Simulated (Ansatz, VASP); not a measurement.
## Cu3Au: VASP beside Ansatz

```
Cu Au
1.0
     3.73539    0.00000    0.00000
     0.00000    3.73539    0.00000
     0.00000    0.00000    3.73539
Cu Au
3 1
Direct
  0.00000 0.50000 0.50000
  0.50000 0.50000 0.00000
  0.50000 0.00000 0.50000
  0.00000 0.00000 0.00000
```

Alike in both runs: task single point; functional PBE; k mesh 6 × 6 × 6; occupations gaussian, width 0.1 eV; no spin polarisation.

```csv
,VASP,Ansatz
version,VASP 6.6.1,Ansatz 0.2.0
potentials or method,"VASP PAW PBE potentials, release 64 (Cu, Au), cutoff 600 eV","scalar-relativistic, plane waves, PAW"
valence electrons in the cell,44,76
```

|  | VASP | Ansatz | Ansatz less VASP |
| --- | --- | --- | --- |
| gap on the k mesh at the Fermi level (eV) | none | none | - |
| pressure (GPa) | 5.9 | 5.6 | -0.25 |

A gap of «none» marks a metal or a gap that the smearing closes. VASP's potentials hold 44 valence electrons a cell and Ansatz's 76, so a difference there can come from the potentials and not from the codes.

Neither program's run includes spin-orbit coupling.
